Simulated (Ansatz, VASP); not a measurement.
## One calculation of TiO2, two programs

```
Ti O
1.0
     4.56095    0.00000    0.00000
     0.00000    4.56095    0.00000
     0.00000    0.00000    2.58059
Ti O
2 4
Direct
  0.00000 0.00000 0.00000
  0.50000 0.50000 0.50000
  0.30510 0.30510 0.00000
  0.19490 0.80510 0.50000
  0.69490 0.69490 0.00000
  0.80510 0.19490 0.50000
```

Alike in both runs: task single point; functional PBE; k mesh 8 × 8 × 10; occupations gaussian, width 0.05 eV; no spin polarisation.

|  | VASP | Ansatz |
| --- | --- | --- |
| version | VASP 6.6.1 | Ansatz 0.2.0 |
| potentials or method | VASP PAW PBE potentials, release 64 (Ti_sv, O), cutoff 520 eV | scalar-relativistic, plane waves, PAW |
| valence electrons in the cell | 48 | 48 |

|  | VASP | Ansatz | Ansatz less VASP |
| --- | --- | --- | --- |
| gap on the k mesh at the Fermi level (eV) | 2.11 | 2.13 | +0.012 |
| least direct gap on the mesh (eV) | 2.12 | 2.13 | +0.008 |
| rms of the force components (eV/Å) | 1.139 | 1.111 | -0.0281 |

Atom by atom the forces differ by 0.028 eV/Å (rms over components).
